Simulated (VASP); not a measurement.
Runs of VASP 6.6.1 on NiMoIrPdW. The structure is that of space group P-3m1 (No. 164), or close to it. The cells are those of the table. 

```tsv
level	potentials or basis	cell	k mesh	gap on the mesh (eV)	pressure (GPa)	moment (μB)	largest force (eV/Å)
PBE+D4	VASP PAW PBE potentials, release 64 (Ni, Mo_sv, Pd, Ir, W_sv)	a = 2.750, b = 2.750, c = 21.838 Å, angles 90.0, 90.0, 120.0°, 10 atoms	8 × 8 × 1	none	(b)	0.00	0.02
PBEsol	VASP PAW PBE potentials, release 64 (Ni, Mo_sv, Pd, Ir, W_sv)	a = 2.740, b = 2.740, c = 21.719 Å, angles 90.0, 90.0, 120.0°, 10 atoms	8 × 8 × 1	none	(a)	0.00	0.03
PBE	VASP PAW PBE potentials, release 64 (Ni, Mo_sv, Pd, Ir, W_sv)	a = 2.771, b = 2.771, c = 22.020 Å, angles 90.0, 90.0, 120.0°, 10 atoms	5 × 5 × 1	none	0.6	0.01	0.85
RPBE	VASP PAW PBE potentials, release 64 (Ni, Mo_sv, Pd, Ir, W_sv)	a = 2.785, b = 2.785, c = 22.187 Å, angles 90.0, 90.0, 120.0°, 10 atoms	8 × 8 × 1	none	(c)	0.01	0.02
LDA	VASP PAW LDA potentials, release 64 (Ni, Mo_sv, Pd, Ir, W_sv)	a = 2.723, b = 2.723, c = 21.516 Å, angles 90.0, 90.0, 120.0°, 10 atoms	8 × 8 × 1	none	1.4	0.00	0.04
```

Alike in all rows: task single point; spin collinear, ferromagnetic start; cutoff (eV) 520; smearing fermi-dirac 0.05 eV.

Problem. Estimate the missing entries.

Solution. (a) 0.7; (b) 0.4; (c) 0.3.

Caveats: some runs use coarse meshes; spin-orbit coupling is left out, which moves the levels of the heavy elements; the PAW data sets were made with another functional, which shifts forces and pressure a little (some runs); pairwise dispersion overbinds metals, which lowers pressure and volume (some runs).

A k mesh can miss the band edges, and the runs leave out spin-orbit coupling on Ir, Mo, Pd, W.

A gap of «none» marks levels without a gap at the run's occupations.
